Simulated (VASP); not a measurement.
A run of VASP 6.6.1:

Contents of INCAR:

```
SYSTEM = MgS
PREC     = Accurate       ! precision mode
ENCUT    = 600            ! plane-wave cutoff, eV
EDIFF    = 1E-6           ! SCF threshold, eV
ISMEAR   = 0              ! smearing method
SIGMA    = 0.1            ! smearing width, eV
LREAL    = .False.        ! projectors in reciprocal space
LASPH    = .True.         ! aspherical terms in the spheres
NELM     = 120            ! most SCF steps
ALGO     = Normal         ! electronic algorithm
ISIF     = 2              ! what is computed and relaxed
LWAVE    = .False.        ! write WAVECAR
LCHARG   = .True.         ! write CHGCAR
GGA      = PE             ! functional
LELF     = .True.         ! ELF
LVHAR    = .True.       
NBANDS   = 11             ! bands
GGA_COMPAT= .False.
```

Contents of KPOINTS:

```
Automatic mesh
0
Gamma
  4 4 4
  0 0 0
```

File POSCAR:

```
MgS
1.0
    0.0000000000      3.0022530699      3.0022530699
    3.0022530699      0.0000000000      3.0022530699
    3.0022530699      3.0022530699      0.0000000000
Mg S
1 1
Direct
    0.0000000000      0.0000000000      0.0000000000
    0.7500000000      0.7500000000      0.7500000000
```

Potentials or basis: VASP PAW PBE potentials, release 64 (Mg, S).

The run is started by

```sh
$ cat potpaw_PBE.64/Mg/POTCAR potpaw_PBE.64/S/POTCAR > POTCAR
$ mpirun -np 1 vasp_std > vasp.out
```

Hardware: 1 thread of AMD EPYC 7R13, on a shared host.

Q: How long does it take, and how much memory?

A: Wall time 23 s on 1 thread of AMD EPYC 7R13, with other jobs on the host, peak memory 0.17 GiB. Counts: scf iterations 13, k points 8.
